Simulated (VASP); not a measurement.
Set up this calculation in VASP 6.6.1, as the native input.

```yaml
Task: single point
Functional: PBEsol
Potentials_or_basis: VASP PAW PBE potentials, release 64 (Ir)
Cutoff: 520 eV
k_mesh: 1 × 1 × 15
Occupations: gaussian, width 0.05 eV
Spin: collinear spin
Starting_moments: "[1.5, 1.5] μB"
Dipole_correction: no
Further_INCAR_settings: ALGO = Normal; EDIFF = 1e-06; NBANDS = 20
```

The structure of Ir lies in POSCAR:

```
Ir
1.0
   10.1000000000      0.0000000000      0.0000000000
    0.0000000000      9.3000000000      0.0000000000
    0.0000000000      0.0000000000      3.9722929597
Ir
2
Direct
    0.4475223137      0.5000000000      0.0000000000
    0.5524776863      0.5000000000      0.5000000000
```

The input as run:

INCAR

```
PREC = Accurate
ENCUT = 520
EDIFF = 1E-6
ISMEAR = 0
SIGMA = 0.05
LREAL = False
LASPH = True
NELM = 150
ALGO = Normal
ISIF = 2
LWAVE = False
LCHARG = False
ISPIN = 2
MAGMOM = 1.5 1.5
LORBIT = 11
LMAXMIX = 4
GGA = PS
NBANDS = 20
```

KPOINTS

```
regular mesh
0
Gamma
  1 1 15
```

Potentials or basis: VASP PAW PBE potentials, release 64 (Ir).

Command:

```bash
$ cat potpaw_PBE.64/Ir/POTCAR > POTCAR
$ mpirun -np 1 vasp_std > vasp.out
```

It gave:

| Property | Result |
| --- | --- |
| Largest force | 0.022 eV/Å |
| Net moment | 0.51 μB per cell |
| Site moments | Ir +0.23 μB |
| Valence electrons inside the program's atomic spheres | Ir 8.18 |

Caveat: the PAW data sets were made with another functional, which shifts forces and pressure a little.

Run time: 2.3 min on 1 thread of Intel(R) Xeon(R) 6975P-C (Granite Rapids), with other jobs on the host, peak memory 0.57 GiB.
